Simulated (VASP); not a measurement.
Here is a VASP 6.6.1 calculation.

File INCAR:

```
ALGO = Normal
EDIFF = 1E-6
ENCUT = 520
GGA = PS
ISIF = 2
ISMEAR = 0
LASPH = T
LCHARG = T
LELF = T
LREAL = F
LVHAR = T
LWAVE = F
NBANDS = 26
NELM = 80
PREC = Accurate
SIGMA = 0.05
```

File KPOINTS:

```
k-points
0
Gamma
  9 9 4
```

The input POSCAR:

```
ZnO
1.0
    3.1893281439      0.0000000000      0.0000000000
   -1.5946640719      2.7620391936      0.0000000000
    0.0000000000      0.0000000000      7.2373979702
Zn O
2 2
Direct
    0.0000000000      0.0000000000      0.7500000000
    0.0000000000      0.0000000000      0.2500000000
    0.3333333333      0.6666666667      0.2500000000
    0.6666666667      0.3333333333      0.7500000000
```

Potentials or basis: VASP PAW PBE potentials, release 64 (Zn, O).

Run with:

```sh
$ cat potpaw_PBE.64/Zn/POTCAR potpaw_PBE.64/O/POTCAR > POTCAR
$ mpirun -np 1 vasp_std > vasp.out
```

Problem. Estimate the band gap on the k mesh.

Solution. 0.78 eV.

Problem. What does it give for the pressure?

Solution. 5.3 GPa.

Stress tensor (GPa, compression positive):
```
 8.34  0.00  0.00
 0.00  8.34  0.00
 0.00  0.00 -0.82
```

Caveat: the cell differs from its parent crystal (strain -0.030 along x and y, +0.015 along z); the cell stands under pressure; the PAW data sets were made with another functional, which shifts forces and pressure a little; an odd mesh through Γ misses points on the zone boundary, where band edges can lie.
